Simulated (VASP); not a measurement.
A run of VASP 6.6.1 is set up as follows.

Contents of INCAR:

```
PREC     = Accurate       # precision mode
ENCUT    = 600            # plane-wave cutoff, eV
EDIFF    = 1E-6           # SCF threshold, eV
ISMEAR   = 0              # smearing method
SIGMA    = 0.1            # smearing width, eV
LREAL    = F              # projectors in reciprocal space
LASPH    = T              # aspherical terms in the spheres
NELM     = 120            # most SCF steps
ALGO     = Normal         # electronic algorithm
ISIF     = 2              # what is computed and relaxed
LWAVE    = F              # write WAVECAR
LCHARG   = T              # write CHGCAR
GGA      = PE             # functional
LELF     = T              # ELF
LVHAR    = T            
NBANDS   = 15             # bands
GGA_COMPAT= F
```

File KPOINTS:

```
Automatic mesh
0
Gamma
  18 18 10
```

The input POSCAR:

```
Os
1.0
    2.6939208055      0.0000000000      0.0000000000
   -1.3469604027      2.3330038533      0.0000000000
    0.0000000000      0.0000000000      4.2704859415
Os
2
Direct
    0.3333333333      0.6666666667      0.2500000000
    0.6666666667      0.3333333333      0.7500000000
```

Potentials or basis: VASP PAW PBE potentials, release 64 (Os).

Launch:

```bash
$ cat potpaw_PBE.64/Os/POTCAR > POTCAR
$ mpirun -np 1 vasp_std > vasp.out
```

Task: Estimate the band gap on the k mesh.

Result: Zero (bands 8 and 9 overlap by 4.23 eV).

Task: What does it give for the pressure?

Result: 29.1 GPa.

Stress tensor (GPa, compression positive):
```
29.19  0.00  0.00
 0.00 29.19  0.00
 0.00  0.00 29.07
```

Caveat: the cell stands under pressure; spin-orbit coupling is left out, which moves the levels of the heavy elements.
